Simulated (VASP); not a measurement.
A run of VASP 6.6.1 is set up as follows.

The input POSCAR:

```
WC
1.0
    2.8939990067      0.0000000000      0.0000000000
   -1.4469995034      2.5062766584      0.0000000000
    0.0000000000      0.0000000000      2.8235786933
W C
1 1
Direct
    0.0000000000      0.0000000000      0.0000000000
    0.6666666667      0.3333333333      0.5000000000
```

File INCAR.step1:

```
ALGO = Normal
EDIFF = 1E-5
ENCUT = 1430
GGA = PE
GGA_COMPAT = False
ISMEAR = 0
LASPH = True
LCHARG = False
LREAL = False
LWAVE = True
NBANDS = 16
NELM = 120
PREC = Accurate
SIGMA = 0.05
```

File INCAR.step2:

```
ALGO = Normal
EDIFF = 1E-6
ENCUT = 1430
GGA_COMPAT = False
ISIF = 2
ISMEAR = 0
ISTART = 1
LASPH = True
LCHARG = False
LMIXTAU = True
LREAL = False
LWAVE = False
METAGGA = R2SCAN
NBANDS = 16
NELM = 120
PREC = Accurate
SIGMA = 0.05
```

Contents of KPOINTS:

```
k-points
0
Gamma
  14 14 12
```

Potentials or basis: VASP PAW PBE potentials, release 64 (W_sv, C_h).

Launch:

```sh
$ cat potpaw_PBE.64/W_sv/POTCAR potpaw_PBE.64/C_h/POTCAR > POTCAR
$ cp INCAR.step1 INCAR
$ mpirun -np 1 vasp_std > vasp.out
$ cp INCAR.step2 INCAR
$ mpirun -np 1 vasp_std > vasp.out
```

Problem. What does it give for the band gap on the k mesh?

Solution. Zero (bands 9 and 10 overlap by 1.37 eV).

Problem. What does it give for the pressure?

Solution. 9.1 GPa.

Stress tensor (GPa, compression positive):
```
8.99 0.00 0.00
0.00 8.99 0.00
0.00 0.00 9.25
```

Caveat: the cell stands under pressure; the PAW data sets were made with another functional, which shifts forces and pressure a little; spin-orbit coupling is left out, which moves the levels of the heavy elements.
